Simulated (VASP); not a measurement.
A run of VASP 6.6.1:

File INCAR:

```
SYSTEM = RuS
PREC = Accurate
ENCUT = 520
EDIFF = 1E-6
ISMEAR = 0
SIGMA = 0.05
LREAL = .FALSE.
LASPH = .TRUE.
NELM = 100
ALGO = Normal
ISIF = 2
LWAVE = .FALSE.
LCHARG = .FALSE.
GGA = PE
NBANDS = 17
```

File KPOINTS:

```
regular mesh
0
G
  10 10 10
  0 0 0
```

Contents of POSCAR:

```
RuS
1.0
    0.0000000000      2.6347415354      2.6347415354
    2.6347415354      0.0000000000      2.6347415354
    2.6347415354      2.6347415354      0.0000000000
Ru S
1 1
Direct
    0.0000000000      0.0000000000      0.0000000000
    0.2500000000      0.2500000000      0.2500000000
```

Potentials or basis: VASP PAW PBE potentials, release 64 (Ru_pv, S).

Command:

```console
$ cat potpaw_PBE.64/Ru_pv/POTCAR potpaw_PBE.64/S/POTCAR > POTCAR
$ mpirun -np 1 vasp_std > vasp.out
```

Hardware: 1 thread of Intel(R) Xeon(R) Platinum 8375C CPU @ 2.90GHz (Ice Lake), with other jobs on the host.

**Question.** Estimate the wall time of this run.

**Answer.** It took 38 s on 1 thread of Intel(R) Xeon(R) Platinum 8375C CPU @ 2.90GHz (Ice Lake) (shared host), peak memory 0.17 GiB. Counts: scf iterations 12, k points 47.
